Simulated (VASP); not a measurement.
## BeS: single point with r2SCAN

BeS:

```xyz
2
Lattice="0.0811 2.3984 2.3984 2.3984 0.0811 2.3984 2.3984 2.3984 0.0811" Properties=species:S:1:pos:R:3 pbc="T T T"
Be    0.0000    0.0000    0.0000
S     2.4390    2.4390    2.4390
```

This cell differs from its parent crystal: strain along [111] +5.2%.

| Property | Result |
| --- | --- |
| Program | VASP 6.6.1 |
| Task | single point |
| Functional | r2SCAN |
| Potentials or basis | VASP PAW PBE potentials, release 64 (Be, S) |
| Cutoff | 520 eV |
| k mesh | 10 × 10 × 10 |
| Occupations | gaussian, width 0.01 eV |
| Spin | no spin polarisation |

```yaml
Pressure: -5.2 GPa
Band_gap_on_the_k_mesh: 1.08 eV (least direct gap 4.01 eV)
```

Stress tensor (GPa, compression positive):
```
-5.18 -4.02 -4.02
-4.02 -5.18 -4.02
-4.02 -4.02 -5.18
```

Levels at points of the mesh, in eV from the valence-band top:
```
           k point  band 1  band 2  band 3  band 4  band 5  band 6  band 7  band 8  band 9
(0.00, 0.00, 0.00)  -15.50   -0.99   -0.19   -0.19    5.25    8.72    9.61    9.61   10.14
(0.50, 0.00, 0.00)  -13.23   -7.19   -0.96   -0.63    3.81    4.47    4.56   10.34   15.05
(0.50, 0.50, 0.00)  -12.35   -6.73   -3.54   -2.93    1.08    4.92   12.17   12.29   14.02
(0.50, 0.50, 0.50)  -13.56   -7.46   -0.36   -0.36    4.79    4.79    5.10   10.87   15.62
```

Run time: 3.6 min on 1 thread of Intel Xeon 8259CL (shared host), peak memory 0.18 GiB.

Caveat: the cell differs from its parent crystal (strain along [111] +5.2%); the cell stands under tension; the PAW data sets were made with another functional, which shifts forces and pressure a little. A k mesh can miss the band edges.
